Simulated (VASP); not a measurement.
# Al3Cu in VASP: notebook

Runs on Al3Cu. Level: LDA. Tasks: single point.

Everything below comes from runs of VASP 6.6.1. Logs are shortened: lines on timing, memory, paths and dates and some standing lists are left out, and cuts for length are marked.

### Step 1. The cell of the first run

Symmetry: Pm-3m, No. 221, cubic system. The conventional cell has a = 3.855 Å, b = 3.855 Å, c = 3.855 Å, α = 90.00°, β = 90.00°, γ = 90.00°. Al (site symmetry 4/mmm) has 8 Al at 2.73 Å and 4 Cu at 2.73 Å within 3.6 Å. Cu (site symmetry m-3m) has 12 Al at 2.73 Å within 3.6 Å.

### Step 2. Single point, LDA

The input, INCAR:

```
PREC     = Accurate       # precision mode
ENCUT    = 520            # plane-wave cutoff, eV
EDIFF    = 1E-6           # SCF threshold, eV
ISMEAR   = 0              # smearing method
SIGMA    = 0.15           # smearing width, eV
LREAL    = F              # projectors in reciprocal space
LASPH    = T              # aspherical terms in the spheres
NELM     = 80             # most SCF steps
ALGO     = Normal         # electronic algorithm
ISIF     = 2              # what is computed and relaxed
LWAVE    = F              # write WAVECAR
LCHARG   = F              # write CHGCAR
GGA      = CA             # functional
NBANDS   = 18             # bands
```

The input, KPOINTS:

```
regular mesh
0
Gamma
  10 10 10
```

The input, POSCAR:

```
Al3Cu
1.0
    3.8548798307      0.0000000000      0.0000000000
    0.0000000000      3.8548798307      0.0000000000
    0.0000000000      0.0000000000      3.8548798307
Al Cu
3 1
Direct
    0.0000000000      0.5000000000      0.5000000000
    0.5000000000      0.0000000000      0.5000000000
    0.5000000000      0.5000000000      0.0000000000
    0.0000000000      0.0000000000      0.0000000000
```

Potentials or basis: VASP PAW LDA potentials, release 64 (Al, Cu).

Command:

```console
$ cat potpaw_LDA.64/Al/POTCAR potpaw_LDA.64/Cu/POTCAR > POTCAR
$ mpirun -np 1 vasp_std > vasp.out
```

OUTCAR:

```text
PREC = Accurate
   ENCUT = 520
   EDIFF = 1E-6
   ISMEAR = 0
   LREAL = F
   LASPH = T
   NELM = 80
   ISIF = 2
   GGA = CA

 ion  position               nearest neighbor table
   1  0.000  0.500  0.500-   2 2.73   3 2.73   4 2.73   3 2.73   4 2.73   2 2.73   4 2.73   4 2.73
                             2 2.73   3 2.73   3 2.73   2 2.73
   2  0.500  0.000  0.500-   1 2.73   3 2.73   4 2.73   3 2.73   4 2.73   1 2.73   3 2.73   3 2.73
                             1 2.73   4 2.73   4 2.73   1 2.73
   3  0.500  0.500  0.000-   1 2.73   2 2.73   4 2.73   1 2.73   2 2.73   2 2.73   4 2.73   2 2.73
                             1 2.73   4 2.73   1 2.73   4 2.73
   4  0.000  0.000  0.000-   1 2.73   2 2.73   3 2.73   1 2.73   2 2.73   1 2.73   3 2.73   1 2.73
                             2 2.73   3 2.73   2 2.73   3 2.73

  LATTYP: Found a simple cubic cell.
 ALAT       =     3.8548798307

  Lattice vectors:

 A1 = (   3.8548798307,   0.0000000000,   0.0000000000)
 A2 = (   0.0000000000,   3.8548798307,   0.0000000000)
 A3 = (   0.0000000000,   0.0000000000,   3.8548798307)

Analysis of symmetry for initial positions (statically):
=====================================================================
 Subroutine PRICEL returns:
 Original cell was already a primitive cell.

 Routine SETGRP: Setting up the symmetry group for a
 simple cubic supercell.

 Subroutine GETGRP returns: Found 48 space group operations
 (whereof 48 operations were pure point group operations)
 out of a pool of 48 trial point group operations.

The static configuration has the point symmetry O_h .

Analysis of symmetry for dynamics (positions and initial velocities):
=====================================================================
 Subroutine PRICEL returns:
 Original cell was already a primitive cell.

 Routine SETGRP: Setting up the symmetry group for a
 simple cubic supercell.

 Subroutine GETGRP returns: Found 48 space group operations
 (whereof 48 operations were pure point group operations)
 out of a pool of 48 trial point group operations.

The dynamic configuration has the point symmetry O_h .

 Subroutine INISYM returns: Found 48 space group operations
 (whereof 48 operations are pure point group operations),
 and found     1 'primitive' translations

----------------------------------------------------------------------------------------

                                     Primitive cell

  volume of cell :      57.2839

  direct lattice vectors                    reciprocal lattice vectors
     3.854879831  0.000000000  0.000000000     0.259411459  0.000000000  0.000000000
     0.000000000  3.854879831  0.000000000     0.000000000  0.259411459  0.000000000
     0.000000000  0.000000000  3.854879831     0.000000000  0.000000000  0.259411459

  length of vectors
     3.854879831  3.854879831  3.854879831     0.259411459  0.259411459  0.259411459

  position of ions in fractional coordinates (direct lattice)
     0.000000000  0.500000000  0.500000000
     0.500000000  0.000000000  0.500000000
     0.500000000  0.500000000  0.000000000
     0.000000000  0.000000000  0.000000000

  ion indices of the primitive-cell ions
   primitive index   ion index
                 1           1
                 2           2
                 3           3
                 4           4

----------------------------------------------------------------------------------------

 KPOINTS: regular mesh

Automatic generation of k-mesh.
 Grid dimensions read from file:
 generate k-points for:   10   10   10

 Generating k-lattice:

  Cartesian coordinates                     Fractional coordinates (reciprocal lattice)
     0.025941146  0.000000000  0.000000000     0.100000000  0.000000000  0.000000000
     0.000000000  0.025941146  0.000000000     0.000000000  0.100000000  0.000000000
     0.000000000  0.000000000  0.025941146     0.000000000  0.000000000  0.100000000

  Length of vectors
     0.025941146  0.025941146  0.025941146

  Shift w.r.t. Gamma in fractional coordinates (k-lattice)
     0.000000000  0.000000000  0.000000000

 Subroutine IBZKPT returns following result:
 ===========================================

 Found     56 irreducible k-points:

 Following reciprocal coordinates:
            Coordinates               Weight
  0.000000  0.000000  0.000000      1.000000
  0.100000  0.000000  0.000000      6.000000
  0.200000  0.000000  0.000000      6.000000
  0.300000  0.000000  0.000000      6.000000
  0.400000  0.000000  0.000000      6.000000
  0.500000  0.000000  0.000000      3.000000
[... 16 lines left out ...]
  0.200000  0.100000  0.100000     24.000000
  0.300000  0.100000  0.100000     24.000000
 [... further k-points ...]
   k-points           NKPTS =     56   k-points in BZ     NKDIM =     56   number of bands    NBANDS=     18
   number of dos      NEDOS =    301   number of ions     NIONS =      4
   total plane-waves  NPLWV =  27000
   dimension x,y,z NGX =    30 NGY =   30 NGZ =   30
   dimension x,y,z NGXF=    60 NGYF=   60 NGZF=   60
   ions per type =               3   1
   NGX,Y,Z   is equivalent  to a cutoff of  12.94, 12.94, 12.94 a.u.
   NGXF,Y,Z  is equivalent  to a cutoff of  25.88, 25.88, 25.88 a.u.
 SYSTEM =  unknown system
   PREC   = accura    normal or accurate (medium, high low for compatibility)
   ISTART =      0    job   : 0-new  1-cont  2-samecut
   ICHARG =      2    charge: 1-file 2-atom 10-const
   ISPIN  =      1    spin polarized calculation?
   LNONCOLLINEAR =      F non collinear calculations
   LSORBIT =      F    spin-orbit coupling
   LASPH  =      T    aspherical Exc in radial PAW
   ENCUT  =  520.0 eV  38.22 Ry    6.18 a.u.   7.17  7.17  7.17*2*pi/ulx,y,z
   NELM   =     80;   NELMIN=  2; NELMDL= -5     # of ELM steps
   EDIFF  = 0.1E-05   stopping-criterion for ELM
   LREAL  =      F    real-space projection
   EDIFFG = 0.1E-04   stopping-criterion for IOM
   NSW    =      0    number of steps for IOM
   IBRION =     -1    ionic relax: 0-MD 1-quasi-New 2-CG
   NFREE  =      0    steps in history (QN), initial steepest desc. (CG)
   ISIF   =      2    stress and relaxation
   ISYM   =      2    0-nonsym 1-usesym 2-fastsym
   POTIM  = 0.5000    time-step for ionic-motion
   TEBEG  =    0.0;   TEEND  =   0.0 temperature during run
   PSTRESS=    0.0 pullay stress
   NELECT =      20.0000    total number of electrons
   NUPDOWN=      -1.0000    fix difference up-down
   EMIN   =  10.00;   EMAX   =-10.00  energy-range for DOS
   EFERMI =   0.00;   METHOD = LEGACY
   ISMEAR =     0;   SIGMA  =   0.15  broadening in eV -4-tet -1-fermi 0-gaus
   EFERMI_NEDOS =   21; number of points for ismear=-14 and -15
   IALGO  =     38    algorithm
   IMIX   =      4    mixing-type and parameters
     AMIX     =   0.40;   BMIX     =  1.00
     AMIX_MAG =   1.60;   BMIX_MAG =  1.00
  volume/ion in A,a.u.               =      14.32        96.64
  Fermi-wavevector in a.u.,A,eV,Ry     =   1.152765  2.178409 18.080324  1.328866
  Thomas-Fermi vector in A             =   2.289413
   LORBIT       =      0    0 simple, 1 ext, 2 COOP (PROOUT), +10 PAW based schemes
   GGA     = CA    functional components
   LHFCALC =     F    Hartree Fock is set to
   AEXX    =    0.0000 exact exchange contribution
   IVDW    =     0    specifies the selected vdW correction
   LEPSILON=     F    determine dielectric tensor
   LRPA    =     F    only Hartree local field effects (RPA)
 non-spin polarized calculation
 Gauss-broadening in eV      SIGMA  =   0.15
  energy-cutoff  :      520.00
  volume of cell :       57.28
 maximum number of plane-waves:      1568
 NGX is ok and might be reduce to    30
   NGX = 15   NGY = 15   NGZ = 15

 number of electron      19.9999969 magnetization

 Free energy of the ion-electron system (eV)
  ---------------------------------------------------
  ext. energy  EPLUGINS =         0.00000000
  ---------------------------------------------------
  free energy    TOTEN  =       -17.41506640 eV

  energy without entropy =      -17.40423283  energy(sigma->0) =      -17.40964962

 E-fermi :   8.6281     XC(G=0): -11.1641

 val. band max:        8.6100929942   @ k =   0.2000   0.0000   0.0000
 cond. band min:       8.7232454071   @ k =   0.3000   0.2000   0.1000
 fundamental gap:      0.1131524129
 Fermi energy:         8.6281433957

 k-point     1 :       0.0000    0.0000    0.0000
  band No.  band energies     occupation
      1      -2.8540      2.00000
      2       4.0913      2.00000
      3       4.0913      2.00000
      4       4.8269      2.00000
      5       4.8269      2.00000
      6       4.8269      2.00000
[... 10 lines left out ...]
     17      15.7051      0.00000
     18      15.7051      0.00000

 k-point     2 :       0.1000    0.0000    0.0000
  band No.  band energies     occupation
      1      -2.7541      2.00000
      2       3.9074      2.00000
      3       4.1127      2.00000
      4       4.7663      2.00000
      5       4.7663      2.00000
      6       4.8303      2.00000
[... 10 lines left out ...]
     17      15.7647      0.00000
     18      15.7923      0.00000

 k-point     3 :       0.2000    0.0000    0.0000
  band No.  band energies     occupation
      1      -2.4555      2.00000
      2       3.0751      2.00000
      3       4.1693      2.00000
      4       4.6418      2.00000
      5       4.6418      2.00000
      6       4.8391      2.00000
[... 10 lines left out ...]
     17      15.9374      0.00000
     18      16.0892      0.00000

 k-point     4 :       0.3000    0.0000    0.0000
  band No.  band energies     occupation
      1      -1.9623      2.00000
      2       1.8644      2.00000
      3       4.2405      2.00000
      4       4.5255      2.00000
      5       4.5255      2.00000
      6       4.8500      2.00000
[... 10 lines left out ...]
     17      16.1937      0.00000
     18      16.5770      0.00000

 k-point     5 :       0.4000    0.0000    0.0000
  band No.  band energies     occupation
      1      -1.2864      2.00000
      2       0.6954      2.00000
      3       4.2991      2.00000
      4       4.4488      2.00000
      5       4.4488      2.00000
      6       4.8589      2.00000
[... 10 lines left out ...]
     17      16.4623      0.00000
     18      17.2347      0.00000

 k-point     6 :       0.5000    0.0000    0.0000
  band No.  band energies     occupation
      1      -0.6241      2.00000
      2      -0.1373      2.00000
      3       4.3217      2.00000
      4       4.4224      2.00000
      5       4.4224      2.00000
      6       4.8623      2.00000
[... 307 lines left out ...]
 k-point    21 :       0.5000    0.5000    0.0000
  band No.  band energies     occupation
      1       1.2050      2.00000
      2       2.0642      2.00000
      3       2.0642      2.00000
      4       2.4801      2.00000
      5       4.5882      2.00000
      6       4.5882      2.00000
[... 10 lines left out ...]
     17      14.3430      0.00000
     18      19.1492      0.00000

 k-point    22 :       0.1000    0.1000    0.1000
  band No.  band energies     occupation
      1      -2.5549      2.00000
      2       3.9153      2.00000
      3       3.9153      2.00000
      4       4.5326      2.00000
      5       4.7466      2.00000
      6       4.7466      2.00000
[... 10 lines left out ...]
     17      16.3235      0.00000
     18      16.3235      0.00000

 k-point    23 :       0.2000    0.1000    0.1000
  band No.  band energies     occupation
      1      -2.2574      2.00000
      2       3.2088      2.00000
      3       3.9962      2.00000
      4       4.4060      2.00000
      5       4.6264      2.00000
      6       4.7609      2.00000
[... 10 lines left out ...]
     17      15.7725      0.00000
     18      16.3296      0.00000

 k-point    24 :       0.3000    0.1000    0.1000
  band No.  band energies     occupation
      1      -1.7664      2.00000
      2       2.0354      2.00000
      3       4.1045      2.00000
      4       4.4186      2.00000
      5       4.5059      2.00000
      6       4.7770      2.00000
[... 10 lines left out ...]
     17      14.7494      0.00000
     18      16.7794      0.00000

 [... further k-points ...]

------------------------ aborting loop because EDIFF is reached ----------------------------------------

  FORCE on cell =-STRESS in cart. coord.  units (eV):
  Direction    XX          YY          ZZ          XY          YZ          ZX
  --------------------------------------------------------------------------------------
  -------------------------------------------------------------------------------------
  Total        0.0804356      0.0804356      0.0804356     -0.0000000     -0.0000000      0.0000000
  in kB        2.2497089      2.2497089      2.2497089     -0.0000000     -0.0000000      0.0000000
  external PRESSURE =       2.2497089 kB  Pullay stress =       0.0000000 kB

 VOLUME and BASIS-vectors are now :
 -----------------------------------------------------------------------------
  energy-cutoff  :      520.00
  volume of cell :       57.28
      direct lattice vectors                 reciprocal lattice vectors
     3.854879831  0.000000000  0.000000000     0.259411459  0.000000000  0.000000000
     0.000000000  3.854879831  0.000000000     0.000000000  0.259411459  0.000000000
     0.000000000  0.000000000  3.854879831     0.000000000  0.000000000  0.259411459

 POSITION                                       TOTAL-FORCE (eV/Angst)
 -----------------------------------------------------------------------------------
      0.00000      1.92744      1.92744         0.000000      0.000000      0.000000
      1.92744      0.00000      1.92744         0.000000      0.000000      0.000000
      1.92744      1.92744      0.00000         0.000000      0.000000      0.000000
      0.00000      0.00000      0.00000         0.000000      0.000000      0.000000
 -----------------------------------------------------------------------------------
    total drift:                                0.000000     -0.000000      0.000000

  FREE ENERGIE OF THE ION-ELECTRON SYSTEM (eV)
  ---------------------------------------------------
  free  energy   TOTEN  =       -17.4150664021 eV

  energy  without entropy=      -17.4042328294  energy(sigma->0) =      -17.40964962
```

Wall time 27 s (1 thread of Intel Xeon 6975P-C (Granite Rapids), shared host); peak memory 0.18 GiB.

Results:

```
Free energy            : -17.4151 eV
Pressure               : 0.2 GPa
Band gap on the k mesh : zero (band 10 reaches 10.13 eV, above the bottom of band 11 at 6.66 eV)
```

Levels at points of the mesh, in eV from the Fermi level:
```csv
k point,band 7,band 8,band 9,band 10,band 11,band 12,band 13,band 14
"(0.00, 0.00, 0.00)",-2.49,-2.49,-2.49,-0.64,0.54,0.54,6.57,6.57
"(0.50, 0.00, 0.00)",-3.58,0.21,0.21,0.32,0.32,0.69,2.05,2.39
"(0.50, 0.50, 0.00)",-3.58,-3.49,-3.23,1.33,3.03,3.03,3.32,3.82
"(0.50, 0.50, 0.50)",-4.11,-3.58,-3.58,-2.58,-1.96,-1.96,-1.96,12.36
```

(Part 1 of 2 ends here.)
